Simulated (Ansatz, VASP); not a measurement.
## Sr2SO in VASP and in Ansatz

File POSCAR:

```
Sr2SO
1.0
    4.0432370000      0.0000000000      0.0000000000
    0.0000000000      4.0432370000      0.0000000000
    0.0000000000      0.0000000000      5.7180000000
Sr S O
2 1 1
Direct
    0.5000000000      0.5000000000      0.5000000000
    0.0000000000      0.0000000000      0.0000000000
    0.0000000000      0.0000000000      0.5000000000
    0.5000000000      0.5000000000      0.0000000000
```

INCAR.step1

```
  ALGO = Normal
  EDIFF = 1E-4
  ENCUT = 520
  GGA = PE
  ISMEAR = -1
  LASPH = T
  LCHARG = F
  LREAL = F
  LWAVE = T
  NBANDS = 24
  NELM = 60
  PREC = Accurate
  SIGMA = 0.05
```

Contents of INCAR.step2:

```
  ALGO = Normal
  EDIFF = 1E-6
  ENCUT = 520
  ISIF = 2
  ISMEAR = -1
  ISTART = 1
  LASPH = T
  LCHARG = F
  LMIXTAU = T
  LREAL = F
  LWAVE = F
  METAGGA = R2SCAN
  NBANDS = 24
  NELM = 60
  PREC = Accurate
  SIGMA = 0.05
```

File KPOINTS:

```
k-points
0
Gamma
  4 4 3
```

input.yaml

```yaml
crystal:
  lattice:
    - [4.043237, 0.0, 0.0]
    - [0.0, 4.043237, 0.0]
    - [0.0, 0.0, 5.718]
  atoms:
    - { symbol: Sr, position: [0.5, 0.5, 0.5] }
    - { symbol: Sr, position: [0.0, 0.0, 0.0] }
    - { symbol: S, position: [0.0, 0.0, 0.5] }
    - { symbol: O, position: [0.5, 0.5, 0.0] }
hamiltonian:
  xc: r2scan
  pseudopotentials: { kind: paw }
kpoints:
  mp_grid: { grid: [4, 4, 3] }
scf:
  occupations: { method: fermi_dirac, width: 0.05 }
  n_extra_bands: 10
output:
  forces: true
  stress: true
  eigenvalues: true
  dos: { projected: true, de: 0.05, nscf_kmesh: { grid: [6, 6, 5] } }
  write_density: true
  write_potential: true
  elf: true
  volumetric_format: npy
```

Alike in both runs: functional r2SCAN; k mesh 4 × 4 × 3; occupations fermi-dirac, width 0.05 eV; no spin polarisation.

|  | VASP | Ansatz |
| --- | --- | --- |
| version | VASP 6.6.1 | Ansatz 0.2.0 |
| potentials or method | VASP PAW PBE potentials, release 64 (Sr_sv, S, O) | Ansatz PAW |
| plane-wave cutoff (eV) | 520 | 500 |
| valence electrons in the cell | 32 | 32 |
| task | single point | projected density of states |

|  | VASP | Ansatz | Ansatz less VASP |
| --- | --- | --- | --- |
| gap on the k mesh at the Fermi level (eV) | 2.60 | 2.63 | +0.023 |
| least direct gap on the mesh (eV) | 2.60 | 2.63 | +0.023 |
| pressure (GPa) | -0.7 | -0.9 | -0.21 |
| traceless stress, the component that is largest in VASP (GPa) | 0.08 | 0.08 | -0.003 |

VASP's potentials were made for PBE, not for r2SCAN. With one functional, cell and mesh, what is left measures potentials, basis and numerics.

Noted on Ansatz's run: odd divisions of the mesh miss points on the zone boundary, where band edges often lie, so the gap on the mesh can be too wide.
